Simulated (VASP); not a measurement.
# Ga5P6 in VASP: further runs

Ga5P6 is run at these levels: PBE; tasks: single point.

Program: VASP 6.6.1. These are calculated values, not measurements. Logs are shortened: lines on timing, memory, paths and dates and some standing lists are left out, and cuts for length are marked.

**1. The cell of the first run**

The cell holds a slab with vacuum, 11 atoms: a = 3.854 Å, b = 3.854 Å, c = 30.626 Å, α = 90.00°, β = 90.00°, γ = 90.00°.

**2. Single point, PBE**

INCAR reads:

```
PREC = Accurate
ENCUT = 520
EDIFF = 1E-6
ISMEAR = 0
SIGMA = 0.05
LREAL = F
LASPH = T
NELM = 60
ALGO = Normal
ISIF = 2
LWAVE = F
LCHARG = F
LDIPOL = T
IDIPOL = 3
DIPOL = 0.5 0.5 0.502
GGA = PE
NBANDS = 58
```

KPOINTS reads:

```
Automatic mesh
0
Gamma
  7 7 1
```

POSCAR reads:

```
Ga5P6
1.0
    3.8540855100      0.0000000000      0.0000000000
    0.0000000000      3.8540855100      0.0000000000
    0.0000000000      0.0000000000     30.6262501432
P Ga
6 5
Direct
    0.0000000000      0.5000000000      0.2775396910
    0.5000000000      0.0000000000      0.3665238166
    0.0000000000      0.5000000000      0.4555079423
    0.5000000000      0.0000000000      0.5466089217
    0.0000000000      0.5000000000      0.6371203407
    0.5000000000      0.0000000000      0.7278187984
    0.5000000000      0.5000000000      0.3220317590
    0.0000000000      0.0000000000      0.4110158743
    0.5000000000      0.5000000000      0.5011941821
    0.0000000000      0.0000000000      0.5922967514
    0.5000000000      0.5000000000      0.6835603884
```

Potentials or basis: VASP PAW PBE potentials, release 64 (P, Ga_d).

Command:

```
$ cat potpaw_PBE.64/P/POTCAR potpaw_PBE.64/Ga_d/POTCAR > POTCAR
$ mpirun -np 1 vasp_std > vasp.out
```

OUTCAR:

```text
PREC = Accurate
   ENCUT = 520
   EDIFF = 1E-6
   ISMEAR = 0
   LREAL = F
   LASPH = T
   NELM = 60
   ISIF = 2
   GGA = PE

 ion  position               nearest neighbor table
   1  0.000  0.500  0.278-   7 2.36   7 2.36
   2  0.500  0.000  0.367-   7 2.36   7 2.36   8 2.36   8 2.36
   3  0.000  0.500  0.456-   8 2.36   8 2.36   9 2.38   9 2.38
   4  0.500  0.000  0.547-   9 2.38   9 2.38  10 2.38  10 2.38
   5  0.000  0.500  0.637-  10 2.37  10 2.37  11 2.40  11 2.40
   6  0.500  0.000  0.728-  11 2.36  11 2.36
   7  0.500  0.500  0.322-   2 2.36   2 2.36   1 2.36   1 2.36
   8  0.000  0.000  0.411-   2 2.36   2 2.36   3 2.36   3 2.36
   9  0.500  0.500  0.501-   4 2.38   4 2.38   3 2.38   3 2.38
  10  0.000  0.000  0.592-   5 2.37   5 2.37   4 2.38   4 2.38
  11  0.500  0.500  0.684-   6 2.36   6 2.36   5 2.40   5 2.40

  LATTYP: Found a simple tetragonal cell.
 ALAT       =     3.8540855100
 C/A-ratio  =     7.9464376345

  Lattice vectors:

 A1 = (   3.8540855100,   0.0000000000,   0.0000000000)
 A2 = (   0.0000000000,   3.8540855100,   0.0000000000)
 A3 = (   0.0000000000,   0.0000000000,  30.6262501432)

Analysis of symmetry for initial positions (statically):
=====================================================================
 Subroutine PRICEL returns:
 Original cell was already a primitive cell.

 Routine SETGRP: Setting up the symmetry group for a
 simple tetragonal supercell.

 Subroutine GETGRP returns: Found  4 space group operations
 (whereof  4 operations were pure point group operations)
 out of a pool of 16 trial point group operations.

The static configuration has the point symmetry C_2v.

Analysis of symmetry for dynamics (positions and initial velocities):
=====================================================================
 Subroutine PRICEL returns:
 Original cell was already a primitive cell.

 Routine SETGRP: Setting up the symmetry group for a
 simple tetragonal supercell.

 Subroutine GETGRP returns: Found  4 space group operations
 (whereof  4 operations were pure point group operations)
 out of a pool of 16 trial point group operations.

The dynamic configuration has the point symmetry C_2v.

 Subroutine INISYM returns: Found  4 space group operations
 (whereof  4 operations are pure point group operations),
 and found     1 'primitive' translations

[... 120 lines left out ...]
   IALGO  =     38    algorithm
   IMIX   =      4    mixing-type and parameters
     AMIX     =   0.40;   BMIX     =  1.00
     AMIX_MAG =   1.60;   BMIX_MAG =  1.00
  volume/ion in A,a.u.               =      41.36       279.09
  Fermi-wavevector in a.u.,A,eV,Ry     =   0.971264  1.835422 12.835101  0.943353
  Thomas-Fermi vector in A             =   2.101467
   LORBIT       =      0    0 simple, 1 ext, 2 COOP (PROOUT), +10 PAW based schemes
   GGA     = PE    functional components
   LHFCALC =     F    Hartree Fock is set to
   AEXX    =    0.0000 exact exchange contribution
   IVDW    =     0    specifies the selected vdW correction
   LEPSILON=     F    determine dielectric tensor
   LRPA    =     F    only Hartree local field effects (RPA)
 non-spin polarized calculation
 Gauss-broadening in eV      SIGMA  =   0.05
  energy-cutoff  :      520.00
  volume of cell :      454.92
 maximum number of plane-waves:     12278
 NGX is ok and might be reduce to    30
   NGX = 15   NGY = 15   NGZ =113

 dipolmoment           0.000000      0.000000     -0.000362 electrons x Angstroem

 number of electron      95.0000015 magnetization

 dipolmoment           0.000000      0.000000      0.000938 electrons x Angstroem

 Free energy of the ion-electron system (eV)
  ---------------------------------------------------
  ext. energy  EPLUGINS =         0.00000000
  ---------------------------------------------------
  free energy    TOTEN  =       -47.29515934 eV

  energy without entropy =      -47.28510385  energy(sigma->0) =      -47.29013160

 E-fermi :  -1.0361     XC(G=0):  -5.4216

 val. band max:       -1.0517008740   @ k =  -0.2857   0.4286   0.0000
 cond. band min:      -1.0279249602   @ k =   0.1429   0.0000   0.0000
 fundamental gap:      0.0237759138
 Fermi energy:        -1.0360713153

 k-point     1 :       0.0000    0.0000    0.0000
  band No.  band energies     occupation
      1     -15.6406      2.00000
      2     -15.5603      2.00000
      3     -15.5419      2.00000
      4     -15.5417      2.00000
      5     -15.5040      2.00000
      6     -15.4889      2.00000
[... 965 lines left out ...]
     57       3.0321      0.00000
     58       3.7253      0.00000

------------------------ aborting loop because EDIFF is reached ----------------------------------------

 vacuum level on the upper side and lower side of the slab       (xc-potential included)        -0.226        -0.237

  FORCE on cell =-STRESS in cart. coord.  units (eV):
  Direction    XX          YY          ZZ          XY          YZ          ZX
  --------------------------------------------------------------------------------------
  -------------------------------------------------------------------------------------
  Total       -1.1476668     -0.4130298      0.9918255      0.0000000      0.0000000      0.0000000
  in kB       -4.0419403     -1.4546397      3.4930865      0.0000000      0.0000000      0.0000000
  external PRESSURE =      -0.6678312 kB  Pullay stress =       0.0000000 kB

 VOLUME and BASIS-vectors are now :
 -----------------------------------------------------------------------------
  energy-cutoff  :      520.00
  volume of cell :      454.92
      direct lattice vectors                 reciprocal lattice vectors
     3.854085510  0.000000000  0.000000000     0.259464923  0.000000000  0.000000000
     0.000000000  3.854085510  0.000000000     0.000000000  0.259464923  0.000000000
     0.000000000  0.000000000 30.626250143     0.000000000  0.000000000  0.032651728

 POSITION                                       TOTAL-FORCE (eV/Angst)
 -----------------------------------------------------------------------------------
      0.00000      1.92704      8.50000         0.000000      0.000000      0.003726
      1.92704      0.00000     11.22525         0.000000      0.000000      0.218009
      0.00000      1.92704     13.95050         0.000000      0.000000      0.238647
      1.92704      0.00000     16.74058         0.000000      0.000000     -0.020132
      0.00000      1.92704     19.51261         0.000000      0.000000     -0.026433
      1.92704      0.00000     22.29036         0.000000      0.000000     -0.019684
      1.92704      1.92704      9.86263         0.000000      0.000000     -0.379635
      0.00000      0.00000     12.58787         0.000000      0.000000     -0.082279
      1.92704      1.92704     15.34970         0.000000      0.000000      0.011407
      0.00000      0.00000     18.13983         0.000000      0.000000      0.026505
      1.92704      1.92704     20.93489         0.000000      0.000000      0.029870
 -----------------------------------------------------------------------------------
    total drift:                                0.000000      0.000000      0.000007

  FREE ENERGIE OF THE ION-ELECTRON SYSTEM (eV)
  ---------------------------------------------------
  free  energy   TOTEN  =       -47.2951593419 eV

  energy  without entropy=      -47.2851038542  energy(sigma->0) =      -47.29013160

 vacuum level on the upper side and lower side of the slab         5.048         5.036
```

OSZICAR:

```text
N       E                     dE             d eps       ncg     rms          rms(c)
DAV:   1     0.842455567830E+03    0.84246E+03   -0.41573E+04  1976   0.180E+03
DAV:   2     0.841744920086E+02   -0.75828E+03   -0.73220E+03  2128   0.465E+02
DAV:   3    -0.385956978073E+02   -0.12277E+03   -0.11831E+03  2278   0.165E+02
[... 21 lines left out ...]
DAV:  25    -0.472951493595E+02   -0.93621E-05   -0.12236E-06  1488   0.929E-03    0.511E-03
DAV:  26    -0.472951540983E+02   -0.47387E-05   -0.80482E-07  1376   0.447E-03    0.339E-03
DAV:  27    -0.472951571307E+02   -0.30324E-05   -0.63230E-07  1296   0.262E-03    0.208E-03
DAV:  28    -0.472951584560E+02   -0.13253E-05   -0.13908E-07  1202   0.150E-03    0.103E-03
DAV:  29    -0.472951593419E+02   -0.88586E-06   -0.55083E-08  1130   0.997E-04
   1 F= -.47295159E+02 E0= -.47290132E+02  d E =-.100555E-01
```

stdout:

```text
POSCAR found type information on POSCAR P Ga
 POSCAR found :  2 types and      11 ions
 scaLAPACK will be used
 LDA part: xc-table for (Slater+PW92), standard interpolation
 POSCAR, INCAR and KPOINTS ok, starting setup
 FFT: planning ... GRIDC
 FFT: planning ... GRID_SOFT
 FFT: planning ... GRID
 WAVECAR not read
 entering main loop
```

Run time: 12 min. Hardware: 1 thread of Intel Xeon Platinum 8488C (Sapphire Rapids), shared host; peak memory 0.63 GiB.

What came out:

| Item | Value |
| --- | --- |
| Free energy | -47.2952 eV |
| Largest force | 0.380 eV/Å |
| Band gap on the k mesh | zero (an odd number of electrons rules out a gap without spin polarisation) |

Forces in eV/Å, atoms in the order of the input:
```
P    0.000  0.000  0.004
P    0.000  0.000  0.218
P    0.000  0.000  0.239
P    0.000  0.000 -0.020
P    0.000  0.000 -0.026
P    0.000  0.000 -0.020
Ga   0.000  0.000 -0.380
Ga   0.000  0.000 -0.082
Ga   0.000  0.000  0.011
Ga   0.000  0.000  0.027
Ga   0.000  0.000  0.030
```

Caveat: an odd number of electrons without spin polarisation forces a metal; a magnetic or distorted state may lie lower.

**3. Single point, PBE**

INCAR reads:

```
  PREC = Accurate
  ENCUT = 520
  EDIFF = 1E-6
  ISMEAR = 0
  SIGMA = 0.05
  LREAL = False
  LASPH = True
  NELM = 100
  ALGO = Fast
  ISIF = 2
  LWAVE = False
  LCHARG = True
  LDIPOL = True
  IDIPOL = 3
  DIPOL = 0.5 0.5 0.502
  GGA = PE
  LELF = True
  LVHAR = True
  LVACPOTAV = True
  NBANDS = 58
```

KPOINTS reads:

```
Automatic mesh
0
Gamma
  13 13 1
```

POSCAR is that of step 2.

Potentials or basis: VASP PAW PBE potentials, release 64 (P, Ga_d).

Command:

```
$ cat potpaw_PBE.64/P/POTCAR potpaw_PBE.64/Ga_d/POTCAR > POTCAR
$ mpirun -np 1 vasp_std > vasp.out
```

Wall time 77 min (1 thread of Oxide Virtual Turin-like, shared host); peak memory 1.1 GiB.

Results (log left out):

* Free energy: -47.3296 eV
* Largest force: 0.390 eV/Å
* Band gap on the k mesh: zero (an odd number of electrons rules out a gap without spin polarisation)

Forces on the atoms (eV/Å):
```
P    0.000  0.000 -0.006
P    0.000  0.000  0.255
P    0.000  0.000  0.257
P    0.000  0.000 -0.027
P    0.000  0.000 -0.051
P    0.000  0.000 -0.005
Ga   0.000  0.000 -0.390
Ga   0.000  0.000 -0.107
Ga   0.000  0.000  0.004
Ga   0.000  0.000  0.038
Ga   0.000  0.000  0.030
```

Levels at points of the mesh, in eV from the Fermi level:
```tsv
k point	band 46	band 47	band 48	band 49	band 50	band 51
(0.00, 0.00, 0.00)	0.10	0.26	1.22	1.22	1.97	2.04
```

Caveat: an odd number of electrons without spin polarisation forces a metal; a magnetic or distorted state may lie lower.

The gap in the log of VASP goes by the Fermi energy; the results here count the filled bands.